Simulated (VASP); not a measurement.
# PbO (CsCl type) (Pm-3m) in VASP: notebook

Runs on PbO (CsCl type). Level: r2SCAN. Tasks: single point, relaxation of cell and atoms.

Everything below comes from runs of VASP 6.6.1. Logs are shortened: lines on timing, memory, paths and dates and some standing lists are left out, and cuts for length are marked.

## (1) The cell of the first run

It takes space group Pm-3m (No. 221, cubic). The conventional cell has a = 2.894 Å, b = 2.894 Å, c = 2.894 Å, α = 90.00°, β = 90.00°, γ = 90.00°. Pb (site symmetry m-3m) has 8 O at 2.51 Å and 6 Pb at 2.89 Å within 3.3 Å. O (site symmetry m-3m) has 8 Pb at 2.51 Å and 6 O at 2.89 Å within 3.3 Å.

## (2) Single point, r2SCAN (volume scaled by 0.754, to set the pressure)

POSCAR reads:

```
PbO
1.0
    2.8938836602      0.0000000000      0.0000000000
    0.0000000000      2.8938836602      0.0000000000
    0.0000000000      0.0000000000      2.8938836602
Pb O
1 1
Direct
    0.0000000000      0.0000000000      0.0000000000
    0.5000000000      0.5000000000      0.5000000000
```

INCAR.step1 reads:

```
SYSTEM = PbO
ALGO = Normal ; EDIFF = 1E-4
ENCUT = 520 ; GGA = PE
ISMEAR = -1 ; LASPH = .True.
LCHARG = .False. ; LREAL = .False.
LWAVE = .True. ; NBANDS = 17
NELM = 60 ; PREC = Accurate
SIGMA = 0.08
```

INCAR.step2 reads:

```
SYSTEM = PbO
ALGO = Normal ; EDIFF = 1E-6
ENCUT = 520 ; ISIF = 2
ISMEAR = -1 ; ISTART = 1
LASPH = .True. ; LCHARG = .True.
LELF = .True. ; LMIXTAU = .True.
LREAL = .False. ; LVHAR = .True.
LWAVE = .False. ; METAGGA = R2SCAN
NBANDS = 17 ; NELM = 60
PREC = Accurate ; SIGMA = 0.08
```

KPOINTS reads:

```
k-points
0
Gamma
  13 13 13
  0 0 0
```

Potentials or basis: VASP PAW PBE potentials, release 64 (Pb_d, O).

Launch:

```sh
cat potpaw_PBE.64/Pb_d/POTCAR potpaw_PBE.64/O/POTCAR > POTCAR
cp INCAR.step1 INCAR
mpirun -np 1 vasp_std > vasp.out
cp INCAR.step2 INCAR
mpirun -np 1 vasp_std > vasp.out
```

OUTCAR:

```text
SYSTEM = PbO
   EDIFF = 1E-6
   ENCUT = 520
   ISIF = 2
   ISMEAR = -1
   ISTART = 1
   LASPH = .True.
   LREAL = .False.
   METAGGA = R2SCAN
   NELM = 60
   PREC = Accurate

 ion  position               nearest neighbor table
   1  0.000  0.000  0.000-   2 2.51   2 2.51   2 2.51   2 2.51   2 2.51   2 2.51   2 2.51   2 2.51

   2  0.500  0.500  0.500-   1 2.51   1 2.51   1 2.51   1 2.51   1 2.51   1 2.51   1 2.51   1 2.51

  LATTYP: Found a simple cubic cell.
 ALAT       =     2.8938836602

  Lattice vectors:

 A1 = (   2.8938836602,   0.0000000000,   0.0000000000)
 A2 = (   0.0000000000,   2.8938836602,   0.0000000000)
 A3 = (   0.0000000000,   0.0000000000,   2.8938836602)

Analysis of symmetry for initial positions (statically):
=====================================================================
 Subroutine PRICEL returns:
 Original cell was already a primitive cell.

 Routine SETGRP: Setting up the symmetry group for a
 simple cubic supercell.

 Subroutine GETGRP returns: Found 48 space group operations
 (whereof 48 operations were pure point group operations)
 out of a pool of 48 trial point group operations.

The static configuration has the point symmetry O_h .

Analysis of symmetry for dynamics (positions and initial velocities):
=====================================================================
 Subroutine PRICEL returns:
 Original cell was already a primitive cell.

 Routine SETGRP: Setting up the symmetry group for a
 simple cubic supercell.

 Subroutine GETGRP returns: Found 48 space group operations
 (whereof 48 operations were pure point group operations)
 out of a pool of 48 trial point group operations.

The dynamic configuration has the point symmetry O_h .

 Subroutine INISYM returns: Found 48 space group operations
 (whereof 48 operations are pure point group operations),
 and found     1 'primitive' translations

----------------------------------------------------------------------------------------

                                     Primitive cell

  volume of cell :      24.2350

  direct lattice vectors                    reciprocal lattice vectors
     2.893883660  0.000000000  0.000000000     0.345556393  0.000000000  0.000000000
     0.000000000  2.893883660  0.000000000     0.000000000  0.345556393  0.000000000
     0.000000000  0.000000000  2.893883660     0.000000000  0.000000000  0.345556393

  length of vectors
     2.893883660  2.893883660  2.893883660     0.345556393  0.345556393  0.345556393

  position of ions in fractional coordinates (direct lattice)
     0.000000000  0.000000000  0.000000000
     0.500000000  0.500000000  0.500000000

  ion indices of the primitive-cell ions
   primitive index   ion index
                 1           1
                 2           2

----------------------------------------------------------------------------------------

 KPOINTS: k-points

Automatic generation of k-mesh.
 Grid dimensions read from file:
 generate k-points for:   13   13   13

 Generating k-lattice:

  Cartesian coordinates                     Fractional coordinates (reciprocal lattice)
     0.026581261  0.000000000  0.000000000     0.076923077  0.000000000  0.000000000
     0.000000000  0.026581261  0.000000000     0.000000000  0.076923077  0.000000000
     0.000000000  0.000000000  0.026581261     0.000000000  0.000000000  0.076923077

  Length of vectors
     0.026581261  0.026581261  0.026581261

  Shift w.r.t. Gamma in fractional coordinates (k-lattice)
     0.000000000  0.000000000  0.000000000

 Subroutine IBZKPT returns following result:
 ===========================================

 Found     84 irreducible k-points:

 Following reciprocal coordinates:
            Coordinates               Weight
  0.000000  0.000000  0.000000      1.000000
  0.076923  0.000000  0.000000      6.000000
  0.153846  0.000000  0.000000      6.000000
  0.230769  0.000000  0.000000      6.000000
  0.307692  0.000000  0.000000      6.000000
  0.384615  0.000000  0.000000      6.000000
[... 16 lines left out ...]
  0.307692  0.307692  0.000000     12.000000
  0.384615  0.307692  0.000000     24.000000
 [... further k-points ...]
   k-points           NKPTS =     84   k-points in BZ     NKDIM =     84   number of bands    NBANDS=     17
   number of dos      NEDOS =    301   number of ions     NIONS =      2
   total plane-waves  NPLWV =  13824
   dimension x,y,z NGX =    24 NGY =   24 NGZ =   24
   dimension x,y,z NGXF=    48 NGYF=   48 NGZF=   48
   ions per type =               1   1
   NGX,Y,Z   is equivalent  to a cutoff of  13.79, 13.79, 13.79 a.u.
   NGXF,Y,Z  is equivalent  to a cutoff of  27.57, 27.57, 27.57 a.u.
 SYSTEM =  PbO
   PREC   = accura    normal or accurate (medium, high low for compatibility)
   ISTART =      1    job   : 0-new  1-cont  2-samecut
   ICHARG =      0    charge: 1-file 2-atom 10-const
   ISPIN  =      1    spin polarized calculation?
   LNONCOLLINEAR =      F non collinear calculations
   LSORBIT =      F    spin-orbit coupling
   LASPH  =      T    aspherical Exc in radial PAW
   ENCUT  =  520.0 eV  38.22 Ry    6.18 a.u.   5.38  5.38  5.38*2*pi/ulx,y,z
   NELM   =     60;   NELMIN=  2; NELMDL=  0     # of ELM steps
   EDIFF  = 0.1E-05   stopping-criterion for ELM
   LREAL  =      F    real-space projection
   EDIFFG = 0.1E-04   stopping-criterion for IOM
   NSW    =      0    number of steps for IOM
   IBRION =     -1    ionic relax: 0-MD 1-quasi-New 2-CG
   NFREE  =      0    steps in history (QN), initial steepest desc. (CG)
   ISIF   =      2    stress and relaxation
   ISYM   =      2    0-nonsym 1-usesym 2-fastsym
   POTIM  = 0.5000    time-step for ionic-motion
   TEBEG  =    0.0;   TEEND  =   0.0 temperature during run
   PSTRESS=    0.0 pullay stress
   NELECT =      20.0000    total number of electrons
   NUPDOWN=      -1.0000    fix difference up-down
   EMIN   =  10.00;   EMAX   =-10.00  energy-range for DOS
   EFERMI =   0.00;   METHOD = LEGACY
   ISMEAR =    -1;   SIGMA  =   0.08  broadening in eV -4-tet -1-fermi 0-gaus
   EFERMI_NEDOS =   21; number of points for ismear=-14 and -15
   IALGO  =     38    algorithm
   IMIX   =      4    mixing-type and parameters
     AMIX     =   0.40;   BMIX     =  1.00
     AMIX_MAG =   1.60;   BMIX_MAG =  1.00
  volume/ion in A,a.u.               =      12.12        81.77
  Fermi-wavevector in a.u.,A,eV,Ry     =   1.535573  2.901812 32.082320  2.357984
  Thomas-Fermi vector in A             =   2.642342
   LORBIT       =      0    0 simple, 1 ext, 2 COOP (PROOUT), +10 PAW based schemes
   METAGGA = R2SCAN    functional components
   LHFCALC =     F    Hartree Fock is set to
   AEXX    =    0.0000 exact exchange contribution
   IVDW    =     0    specifies the selected vdW correction
   LEPSILON=     F    determine dielectric tensor
   LRPA    =     F    only Hartree local field effects (RPA)
 non-spin polarized calculation
  energy-cutoff  :      520.00
  volume of cell :       24.24
 maximum number of plane-waves:       669
 NGX is ok and might be reduce to    24
   NGX = 11   NGY = 11   NGZ = 11

 number of electron      20.0000002 magnetization

 Free energy of the ion-electron system (eV)
  ---------------------------------------------------
  ext. energy  EPLUGINS =         0.00000000
  ---------------------------------------------------
  free energy    TOTEN  =       -62.52811390 eV

  energy without entropy =      -62.52737004  energy(sigma->0) =      -62.52774197

 E-fermi :  12.0216     XC(G=0): -13.7195

 val. band max:       11.7661174195   @ k =   0.4615   0.0769   0.0769
 cond. band min:      12.2211069949   @ k =   0.4615   0.4615   0.4615
 fundamental gap:      0.4549895754
 Fermi energy:        12.0215863392

 k-point     1 :       0.0000    0.0000    0.0000
  band No.  band energies     occupation
      1      -9.4570      2.00000
      2      -6.9560      2.00000
      3      -6.9560      2.00000
      4      -5.4720      2.00000
      5      -5.4720      2.00000
      6      -5.4720      2.00000
[... 9 lines left out ...]
     16      32.4225      0.00000
     17      32.4225      0.00000

 k-point     2 :       0.0769    0.0000    0.0000
  band No.  band energies     occupation
      1      -9.3914      2.00000
      2      -6.9507      2.00000
      3      -6.9027      2.00000
      4      -5.5003      2.00000
      5      -5.5003      2.00000
      6      -5.4697      2.00000
[... 9 lines left out ...]
     16      31.9488      0.00000
     17      32.3353      0.00000

 k-point     3 :       0.1538    0.0000    0.0000
  band No.  band energies     occupation
      1      -9.2021      2.00000
      2      -6.9360      2.00000
      3      -6.7561      2.00000
      4      -5.5778      2.00000
      5      -5.5778      2.00000
      6      -5.4634      2.00000
[... 9 lines left out ...]
     16      30.9590      0.00000
     17      32.2597      0.00000

 k-point     4 :       0.2308    0.0000    0.0000
  band No.  band energies     occupation
      1      -8.9151      2.00000
      2      -6.9153      2.00000
      3      -6.5558      2.00000
      4      -5.6847      2.00000
      5      -5.6847      2.00000
      6      -5.4544      2.00000
[... 9 lines left out ...]
     16      29.9541      0.00000
     17      32.4756      0.00000
[... 343 lines left out ...]
      1      -8.3639      2.00000
      2      -6.6286      2.00000
      3      -5.8839      2.00000
      4      -5.7861      2.00000
      5      -5.6086      2.00000
      6      -5.3521      2.00000
[... 9 lines left out ...]
     16      29.8784      0.00000
     17      32.3878      0.00000

 k-point    23 :       0.3077    0.3077    0.0000
  band No.  band energies     occupation
      1      -8.4989      2.00000
      2      -6.6141      2.00000
      3      -5.8185      2.00000
      4      -5.7509      2.00000
      5      -5.7111      2.00000
      6      -5.3677      2.00000
[... 9 lines left out ...]
     16      30.0568      0.00000
     17      31.2749      0.00000

 k-point    24 :       0.3846    0.3077    0.0000
  band No.  band energies     occupation
      1      -8.5005      2.00000
      2      -6.5731      2.00000
      3      -5.8131      2.00000
      4      -5.7102      2.00000
      5      -5.6241      2.00000
      6      -5.1688      2.00000
[... 9 lines left out ...]
     16      30.0225      0.00000
     17      31.3941      0.00000

 [... further k-points ...]
[... 5 lines left out ...]
  --------------------------------------------------------------------------------------
  -------------------------------------------------------------------------------------
  Total        8.9573342      8.9573342      8.9573342      0.0000000      0.0000000      0.0000000
  in kB      592.1696646    592.1696646    592.1696646      0.0000000      0.0000000      0.0000000
  external PRESSURE =     592.1696646 kB  Pullay stress =       0.0000000 kB

 VOLUME and BASIS-vectors are now :
 -----------------------------------------------------------------------------
  energy-cutoff  :      520.00
  volume of cell :       24.24
      direct lattice vectors                 reciprocal lattice vectors
     2.893883660  0.000000000  0.000000000     0.345556393  0.000000000  0.000000000
     0.000000000  2.893883660  0.000000000     0.000000000  0.345556393  0.000000000
     0.000000000  0.000000000  2.893883660     0.000000000  0.000000000  0.345556393

 POSITION                                       TOTAL-FORCE (eV/Angst)
 -----------------------------------------------------------------------------------
      0.00000      0.00000      0.00000         0.000000      0.000000      0.000000
      1.44694      1.44694      1.44694         0.000000      0.000000      0.000000
 -----------------------------------------------------------------------------------
    total drift:                                0.000000      0.000000     -0.000000

  FREE ENERGIE OF THE ION-ELECTRON SYSTEM (eV)
  ---------------------------------------------------
  free  energy   TOTEN  =       -62.5281138953 eV

  energy  without entropy=      -62.5273700418  energy(sigma->0) =      -62.52774197
```

Wall time 39 s (1 thread of Intel Xeon 6975P-C (Granite Rapids), shared host); peak memory 0.16 GiB.

What came out:

- Free energy: -62.5281 eV
- Pressure: 59.2 GPa
- Band gap on the k mesh: 0.46 eV, indirect (least direct gap 1.05 eV)

Caveat: the cell differs from its parent crystal (volume scaled by 0.754, to set the pressure); the PAW data sets were made with another functional, which shifts forces and pressure a little; spin-orbit coupling is left out, which moves the levels of the heavy elements. A k mesh can miss the band edges.

## (3) Single point, r2SCAN

POSCAR reads:

```
PbO
1.0
    2.8947755556      0.0000000000      0.0000000000
    0.0000000000      2.8947755556      0.0000000000
    0.0000000000      0.0000000000      2.8947755556
Pb O
1 1
Direct
    0.0000000000      0.0000000000      0.0000000000
    0.5000000000      0.5000000000      0.5000000000
```

INCAR.step1 reads:

```
PREC = Accurate
ENCUT = 520
ISMEAR = -1
SIGMA = 0.08
LREAL = False
LASPH = True
NELM = 80
NBANDS = 17
GGA = PE
ALGO = Normal
EDIFF = 1E-4
LWAVE = True
LCHARG = False
```

INCAR.step2 reads:

```
PREC = Accurate
ENCUT = 520
EDIFF = 1E-6
ISMEAR = -1
SIGMA = 0.08
LREAL = False
LASPH = True
NELM = 80
ALGO = Normal
ISIF = 2
LWAVE = False
LCHARG = True
METAGGA = R2SCAN
LMIXTAU = True
LELF = True
LVHAR = True
NBANDS = 17
ISTART = 1
```

KPOINTS reads:

```
regular mesh
0
Gamma
  13 13 13
```

Potentials or basis: VASP PAW PBE potentials, release 64 (Pb_d, O).

Launch:

```sh
cat potpaw_PBE.64/Pb_d/POTCAR potpaw_PBE.64/O/POTCAR > POTCAR
cp INCAR.step1 INCAR
mpirun -np 1 vasp_std > vasp.out
cp INCAR.step2 INCAR
mpirun -np 1 vasp_std > vasp.out
```

Wall time 38 s (1 thread of Intel Xeon 6975P-C (Granite Rapids), shared host); peak memory 0.17 GiB.

The run converged. Its results:

- Free energy: -62.5364 eV
- Pressure: 58.9 GPa
- Band gap on the k mesh: 0.46 eV, indirect (least direct gap 1.05 eV)

Levels at points of the mesh, in eV from the valence-band top:
```csv
k point,band 7,band 8,band 9,band 10,band 11,band 12,band 13,band 14
"(0.00, 0.00, 0.00)",-8.80,-3.61,-3.61,-3.61,11.21,11.21,11.52,11.52
```

Caveat: the PAW data sets were made with another functional, which shifts forces and pressure a little; spin-orbit coupling is left out, which moves the levels of the heavy elements.

## (4) Single point, r2SCAN

This run uses another cell than the first one, of 16.07 Å³/atom, 1.326 times its volume.

POSCAR reads:

```
PbO
1.0
    3.1794886989      0.0000000000      0.0000000000
    0.0000000000      3.1794886989      0.0000000000
    0.0000000000      0.0000000000      3.1794886989
Pb O
1 1
Direct
    0.0000000000      0.0000000000      0.0000000000
    0.5000000000      0.5000000000      0.5000000000
```

INCAR.step1 reads:

```
SYSTEM = PbO
  ALGO = Normal
  EDIFF = 1E-4
  ENCUT = 520
  GGA = PE
  ISMEAR = -1
  LASPH = .True.
  LCHARG = .False.
  LREAL = .False.
  LWAVE = .True.
  NBANDS = 17
  NELM = 80
  PREC = Accurate
  SIGMA = 0.08
```

INCAR.step2 reads:

```
SYSTEM = PbO
  ALGO = Normal
  EDIFF = 1E-7
  ENCUT = 520
  ISIF = 2
  ISMEAR = -1
  ISTART = 1
  LASPH = .True.
  LCHARG = .False.
  LMIXTAU = .True.
  LREAL = .False.
  LWAVE = .False.
  METAGGA = R2SCAN
  NBANDS = 17
  NELM = 80
  PREC = Accurate
  SIGMA = 0.08
```

KPOINTS reads:

```
k-points
0
Gamma
  13 13 13
  0 0 0
```

Launch:

```sh
cat potpaw_PBE.64/Pb_d/POTCAR potpaw_PBE.64/O/POTCAR > POTCAR
cp INCAR.step1 INCAR
mpirun -np 1 vasp_std > vasp.out
cp INCAR.step2 INCAR
mpirun -np 1 vasp_std > vasp.out
```

It took 40 s on 1 thread of Intel Xeon 6975P-C (Granite Rapids), shared host; peak memory 0.17 GiB.

Results (log left out):

```
Free energy            : -63.6641 eV
Pressure               : 0.2 GPa
Band gap on the k mesh : 0.66 eV, indirect (least direct gap 0.78 eV)
```

Levels at points of the mesh, in eV from the valence-band top:
```tsv
k point	band 8	band 9	band 10	band 11	band 12	band 13
(0.00, 0.00, 0.00)	-1.87	-1.87	-1.87	9.19	9.19	9.19
```

Caveat: the PAW data sets were made with another functional, which shifts forces and pressure a little; spin-orbit coupling is left out, which moves the levels of the heavy elements. r2SCAN opens gaps a little over a GGA but as a rule still falls short of measured ones.

## (5) Relaxation of cell and atoms, r2SCAN, target pressure 58 GPa, at which the enthalpy is minimised

This run uses another cell than the first one, of 11.63 Å³/atom, 0.960 times its volume.

POSCAR reads:

```
PbO
1.0
    2.8543252813      0.0000000000      0.0000000000
    0.0000000000      2.8543252813      0.0000000000
    0.0000000000      0.0000000000      2.8543252813
Pb O
1 1
Direct
    0.0000000000      0.0000000000      0.0000000000
    0.5000000000      0.5000000000      0.5000000000
```

INCAR.step1 reads:

```
SYSTEM = PbO
ALGO = Normal ; EDIFF = 1E-4
ENCUT = 600 ; GGA = PE
ISMEAR = -1 ; LASPH = .True.
LCHARG = .False. ; LREAL = .False.
LWAVE = .True. ; NELM = 80
PREC = Accurate ; SIGMA = 0.08
```

INCAR.step2 reads:

```
SYSTEM = PbO
ALGO = Normal ; EDIFF = 1E-6
EDIFFG = -0.005 ; ENCUT = 600
IBRION = 2 ; ISIF = 3
ISMEAR = -1 ; ISTART = 1
LASPH = .True. ; LCHARG = .False.
LMIXTAU = .True. ; LREAL = .False.
LWAVE = .False. ; METAGGA = R2SCAN
NELM = 80 ; NSW = 60
PREC = Accurate ; PSTRESS = 580.0
SIGMA = 0.08
```

KPOINTS is that of step 4.

Launch:

```sh
cat potpaw_PBE.64/Pb_d/POTCAR potpaw_PBE.64/O/POTCAR > POTCAR
cp INCAR.step1 INCAR
mpirun -np 1 vasp_std > vasp.out
cp INCAR.step2 INCAR
mpirun -np 1 vasp_std > vasp.out
```

Run time: 3.5 min. Hardware: 1 thread of Intel Xeon 6975P-C (Granite Rapids), shared host; peak memory 0.17 GiB.

The run converged. Its results:

| Item | Value |
| --- | --- |
| Free energy | -62.5616 eV |
| Relaxed volume | 12.16 Å³/atom |
| Relaxed cell | a = 2.897 Å, b = 2.897 Å, c = 2.897 Å, α = 90.00°, β = 90.00°, γ = 90.00° |
| Space group after relaxing (to 0.05 Å) | Pm-3m (No. 221) |
| Energy change on relaxing (the enthalpy is what falls) | -220.1 meV/atom |
| Ionic steps | 18 |
| Pressure after relaxing | 57.9 GPa |
| Band gap on the k mesh | 0.47 eV, indirect (least direct gap 1.05 eV) |

Step by step:
```tsv
step	energy change (eV)	largest force (eV/Å)	pressure (GPa)	volume (Å³)
1	0.0000	0.0000	74.66	23.25
2	-1.2335	0.0000	23.95	27.57
3	-0.4581	0.0000	57.22	24.37
4	-0.4390	0.0000	57.90	24.32
5	-0.4311	0.0000	58.19	24.30
6	-0.4313	0.0000	58.23	24.30
7	-0.4319	0.0000	58.27	24.30
8	-0.4319	0.0000	58.23	24.30
9	-0.4319	0.0000	58.23	24.30
10	-0.4319	0.0000	58.23	24.30
11	-0.4320	0.0000	58.23	24.30
12	-0.4320	0.0000	58.23	24.30
13	-0.4322	0.0000	58.23	24.30
14	-0.4324	0.0000	58.23	24.30
15	-0.4330	0.0000	58.24	24.30
16	-0.4340	0.0000	58.18	24.31
17	-0.4361	0.0000	58.14	24.31
18	-0.4402	0.0000	57.94	24.32
```

Final structure:
```
CELL_PARAMETERS angstrom
2.89743 0.00000 0.00000
0.00000 2.89743 0.00000
0.00000 0.00000 2.89743
ATOMIC_POSITIONS crystal
Pb 0.00000 0.00000 0.00000
O 0.50000 0.50000 0.50000
```

Levels at points of the mesh, in eV from the valence-band top:
| k point | band 7 | band 8 | band 9 | band 10 | band 11 | band 12 | band 13 | band 14 |
| --- | --- | --- | --- | --- | --- | --- | --- | --- |
| (0.00, 0.00, 0.00) | -8.79 | -3.59 | -3.59 | -3.59 | 11.20 | 11.20 | 11.49 | 11.49 |

Caveat: the cell is relaxed towards a set pressure, so the enthalpy falls and the energy may rise; the PAW data sets were made with another functional, which shifts forces and pressure a little; spin-orbit coupling is left out, which moves the levels of the heavy elements.

(Part 1 of 2 ends here.)
